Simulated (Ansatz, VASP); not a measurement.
Cu in VASP and in Ansatz

File INCAR:

```
PREC = Accurate ; ENCUT = 520
EDIFF = 1E-7 ; ISMEAR = 0
SIGMA = 0.15 ; LREAL = F
LASPH = T ; NELM = 80
ALGO = Normal ; ISIF = 2
LWAVE = F ; LCHARG = F
GGA = CA ; NBANDS = 12
```

KPOINTS

```
regular mesh
0
Gamma
  24 24 24
```

POSCAR

```
Cu
1.0
   -1.4080868461      1.4080868461      1.3229377452
    1.4080868461     -1.4080868461      1.3229377452
    1.4080868461      1.4080868461     -1.3229377452
Cu
1
Direct
    0.0000000000      0.0000000000      0.0000000000
```

Input for Ansatz:

```yaml
crystal:
  lattice:
    - [-1.4080868461, 1.4080868461, 1.3229377452]
    - [1.4080868461, -1.4080868461, 1.3229377452]
    - [1.4080868461, 1.4080868461, -1.3229377452]
  atoms:
    - { symbol: Cu, position: [0.0, 0.0, 0.0] }
basis:
  ecutwfc: 520.0
kpoints:
  mp_grid: { grid: [24, 24, 24] }
hamiltonian:
  xc: lda
  pseudopotentials: { kind: paw, azcp: { folder: soft_1 } }
scf:
  occupations: { method: gaussian, width: 0.15 }
output:
  forces: true
  stress: true
  eigenvalues: true
```

Alike in both runs: task single point; functional LDA; k mesh 24 × 24 × 24; occupations gaussian, width 0.15 eV; no spin polarisation.

```csv
,VASP,Ansatz
version,VASP 6.6.1,Ansatz 0.2.0
potentials or method,"VASP PAW LDA potentials, release 64 (Cu), cutoff 520 eV","scalar-relativistic, plane waves, PAW"
valence electrons in the cell,11,19
```

```tsv
	VASP	Ansatz	Ansatz less VASP
gap on the k mesh at the Fermi level (eV)	none	none	-
pressure (GPa)	9.3	8.4	-0.95
traceless stress, the component that is largest in VASP (GPa)	0.26	0.22	-0.035
```

Ansatz warns that its potentials were made for another functional, while VASP's fit it. LDA's correlation is that of Perdew and Zunger in VASP and of Perdew and Wang (1992) in Ansatz. A gap of «none» marks a metal or a gap that the smearing closes. VASP's potentials hold 11 valence electrons a cell and Ansatz's 19, so a difference there can come from the potentials and not from the codes.
